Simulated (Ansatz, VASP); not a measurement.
**Ru: VASP beside Ansatz**

The input INCAR:

```
ALGO = Normal
EDIFF = 1E-6
ENCUT = 520
GGA = PS
ISIF = 2
ISMEAR = -1
LASPH = True
LCHARG = False
LREAL = False
LWAVE = False
NBANDS = 21
NELM = 100
PREC = Accurate
SIGMA = 0.03
```

File KPOINTS:

```
k-points
0
Gamma
  14 14 8
```

POSCAR

```
Ru
1.0
    2.6505634408      0.0000000000      0.0000000000
   -1.3252817204      2.2954552741      0.0000000000
    0.0000000000      0.0000000000      4.1944897589
Ru
2
Direct
    0.3333333333      0.6666666667      0.2500000000
    0.6666666667      0.3333333333      0.7500000000
```

Input for Ansatz:

```yaml
crystal:
  lattice:
    - [2.6505634408, 0.0, 0.0]
    - [-1.3252817204, 2.2954552741, 0.0]
    - [0.0, 0.0, 4.1944897589]
  atoms:
    - { symbol: Ru, position: [0.3333333333, 0.6666666667, 0.25] }
    - { symbol: Ru, position: [0.6666666667, 0.3333333333, 0.75] }
kpoints:
  mp_grid: { grid: [14, 14, 8] }
  band_path:
    path:
      - [0.0, 0.0, 0.0]
      - [0.5, 0.0, 0.0]
      - [0.3333333333, 0.3333333333, 0.0]
      - [0.0, 0.0, 0.0]
      - [0.0, 0.0, 0.5]
      - [0.5, 0.0, 0.5]
      - [0.3333333333, 0.3333333333, 0.5]
      - [0.0, 0.0, 0.5]
      - [0.5, 0.0, 0.5]
    npoints: 5
scf:
  occupations: { method: fermi_dirac, width: 0.03 }
hamiltonian:
  xc: pbesol
  pseudopotentials: { kind: all_electron, lapw: { basis_error: 0.001 } }
output:
  forces: true
  stress: true
  eigenvalues: true
```

Change from the starting cell: volume scaled by 0.94.

Alike in both runs: task single point; functional PBEsol; k mesh 14 × 14 × 8; occupations fermi-dirac, width 0.03 eV; no spin polarisation.

|  | VASP | Ansatz |
| --- | --- | --- |
| version | VASP 6.6.1 | Ansatz 0.2.0 |
| potentials or method | VASP PAW PBE potentials, release 64 (Ru_pv), cutoff 520 eV | all-electron LAPW, scalar-relativistic |

Ansatz gave:

* pressure (GPa): 16.6
* traceless stress, the component that is largest in VASP (GPa): -0.66

**Question.** Which values does VASP return?

**Answer.** Pressure (GPa): 16.7; traceless stress, the component that is largest in VASP (GPa): -0.60.

VASP's potentials were made for PBE, not for PBEsol. Ansatz ran all-electron here, and VASP with PAW potentials.
